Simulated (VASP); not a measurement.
# CuO in VASP: a series of runs, part 2 of 2

VASP 6.6.1. Earlier steps stand in the parts before.

## Step 4: Single point, PBE

This run uses another cell than the first one, of 9.76 Å³/atom.

File INCAR:

```
ALGO     = Normal         # electronic algorithm
EDIFF    = 1E-6           # SCF threshold, eV
ENCUT    = 520            # plane-wave cutoff, eV
GGA      = PE             # functional
ISIF     = 2              # what is computed and relaxed
ISMEAR   = -1             # smearing method
LASPH    = T              # aspherical terms in the spheres
LCHARG   = F              # write CHGCAR
LREAL    = F              # projectors in reciprocal space
LWAVE    = F              # write WAVECAR
NBANDS   = 25             # bands
NELM     = 80             # most SCF steps
PREC     = Accurate       # precision mode
SIGMA    = 0.05           # smearing width, eV
```

File KPOINTS:

```
k-points
0
Gamma
  8 8 5
```

File POSCAR:

```
CuO
1.0
    2.2977570000     -1.6791320000      0.0000000000
    2.2977570000      1.6791320000      0.0000000000
   -0.8433432681      0.0000000000      5.0594363927
Cu O
2 2
Direct
    0.4949080808     -0.0061306206      0.5019270149
   -0.0061306206      0.4949080808      0.0019270149
    0.4219331422      0.5662893976      0.7517729851
    0.5662893976      0.4219331422      0.2517729851
```

Potentials or basis: VASP PAW PBE potentials, release 64 (Cu, O).

Run with:

```
$ cat potpaw_PBE.64/Cu/POTCAR potpaw_PBE.64/O/POTCAR > POTCAR
$ mpirun -np 1 vasp_std > vasp.out
```

OUTCAR:

```text
EDIFF = 1E-6
   ENCUT = 520
   GGA = PE
   ISIF = 2
   ISMEAR = -1
   LASPH = T
   LREAL = F
   NELM = 80
   PREC = Accurate

 ion  position               nearest neighbor table
   1  0.495  0.994  0.502-   3 1.91   4 1.91   3 1.95   4 1.95
   2  0.994  0.495  0.002-   4 1.91   3 1.91   4 1.95   3 1.95
   3  0.422  0.566  0.752-   1 1.91   2 1.91   1 1.95   2 1.95
   4  0.566  0.422  0.252-   2 1.91   1 1.91   2 1.95   1 1.95

  LATTYP: Found a base centered monoclinic cell.
[... 874 lines left out ...]
  FORCE on cell =-STRESS in cart. coord.  units (eV):
  Direction    XX          YY          ZZ          XY          YZ          ZX
  --------------------------------------------------------------------------------------
  -------------------------------------------------------------------------------------
  Total        3.6425903      3.5684167      3.3889550      0.0000000      0.0000000     -0.0172202
  in kB      149.4857661    146.4418064    139.0770006      0.0000000      0.0000000     -0.7066896
  external PRESSURE =     145.0015244 kB  Pullay stress =       0.0000000 kB

 VOLUME and BASIS-vectors are now :
 -----------------------------------------------------------------------------
  energy-cutoff  :      520.00
  volume of cell :       39.04
      direct lattice vectors                 reciprocal lattice vectors
     2.297757000 -1.679132000  0.000000000     0.217603515 -0.297772897  0.036271720
     2.297757000  1.679132000  0.000000000     0.217603515  0.297772897  0.036271720
    -0.843343268  0.000000000  5.059436393     0.000000000  0.000000000  0.197650474

 POSITION                                       TOTAL-FORCE (eV/Angst)
 -----------------------------------------------------------------------------------
      2.99755      0.83782      2.53947        -0.001020      0.006159     -0.004246
      3.41922     -0.83782      0.00975        -0.001020     -0.006159     -0.004246
      1.63669      0.24239      3.80355         0.001020      0.059644      0.004246
      2.05836     -0.24239      1.27383         0.001020     -0.059644      0.004246
 -----------------------------------------------------------------------------------
    total drift:                               -0.000668      0.000000      0.000636

  FREE ENERGIE OF THE ION-ELECTRON SYSTEM (eV)
  ---------------------------------------------------
  free  energy   TOTEN  =       -19.4348648438 eV

  energy  without entropy=      -19.4169956559  energy(sigma->0) =      -19.42593025
```

stdout:

```text
POSCAR found type information on POSCAR CuO
 POSCAR found :  2 types and       4 ions
 scaLAPACK will be used
 LDA part: xc-table for (Slater+PW92), standard interpolation
 POSCAR, INCAR and KPOINTS ok, starting setup
 FFT: planning ... GRIDC
 FFT: planning ... GRID_SOFT
 FFT: planning ... GRID
 WAVECAR not read
 entering main loop
```

Run time: 1.9 min. Hardware: 1 thread of Intel Xeon 8259CL, shared host; peak memory 0.21 GiB.

Results:

```yaml
Free_energy: -19.4349 eV
Pressure: 14.5 GPa
Largest_force: 0.060 eV/Å
Band_gap_on_the_k_mesh: zero (bands 17 and 18 overlap by 0.48 eV)
```

Forces on the atoms (eV/Å):
```
Cu  -0.001  0.006 -0.004
Cu  -0.001 -0.006 -0.004
O    0.001  0.060  0.004
O    0.001 -0.060  0.004
```

Stress tensor (GPa, compression positive):
```
14.95  0.00 -0.07
 0.00 14.64  0.00
-0.07  0.00 13.91
```

Levels at points of the mesh, in eV from the Fermi level:
| k point | band 13 | band 14 | band 15 | band 16 | band 17 | band 18 | band 19 | band 20 | band 21 | band 22 |
| --- | --- | --- | --- | --- | --- | --- | --- | --- | --- | --- |
| (0.00, 0.00, 0.00) | -2.55 | -2.39 | -2.32 | -1.83 | 0.20 | 0.96 | 1.87 | 6.22 | 8.24 | 13.95 |
| (0.50, 0.00, 0.00) | -2.16 | -1.72 | -1.62 | -1.51 | 0.04 | 0.24 | 4.57 | 6.48 | 7.18 | 11.46 |
| (0.50, 0.50, 0.00) | -2.30 | -2.27 | -1.73 | -1.28 | -0.72 | 1.13 | 3.24 | 7.30 | 8.47 | 10.43 |

Caveat: the cell stands under pressure; semilocal functionals underestimate gaps, and a narrow one can read as zero; semilocal functionals often make such compounds metallic where correlation or magnetic order opens a gap, which also shifts bond lengths.

## Step 5: Overview

| level | potentials or basis | cell | k mesh | cutoff (eV) | gap on the mesh (eV) | pressure (GPa) | largest force (eV/Å) |
| --- | --- | --- | --- | --- | --- | --- | --- |
| r2SCAN | VASP PAW PBE potentials, release 64 (Cu_sv_GW, O) | a = 2.923, b = 2.923, c = 5.166 Å, angles 97.8, 97.8, 72.3°, 4 atoms, atomic positions A | 10 × 10 × 5 | 770 | none | -6.7 | 0.73 |
| PBE | VASP PAW PBE potentials, release 64 (Cu, O) | a = 2.788, b = 2.788, c = 5.126 Å, angles 97.5, 97.5, 72.3°, 4 atoms, atomic positions B | 8 × 8 × 5 | 520 | none | 22.9 | 0.05 |
| PBE | VASP PAW PBE potentials, release 64 (Cu, O) | a = 2.846, b = 2.846, c = 5.129 Å, angles 97.6, 97.6, 72.3°, 4 atoms, atomic positions C | 8 × 8 × 5 | 520 | none | 14.5 | 0.06 |

Alike in all rows: task single point; no spin polarisation; smearing fermi-dirac 0.05 eV.

Caveats: semilocal functionals often make such compounds metallic where correlation or magnetic order opens a gap, which also shifts bond lengths; the cell stands under pressure (at least some runs); semilocal functionals underestimate gaps, and a narrow one can read as zero (at least some runs); the cell stands under tension (at least some runs); the PAW data sets were made with another functional, which shifts forces and pressure a little (at least some runs).

Absolute energies hang on the potentials; compare differences alone.
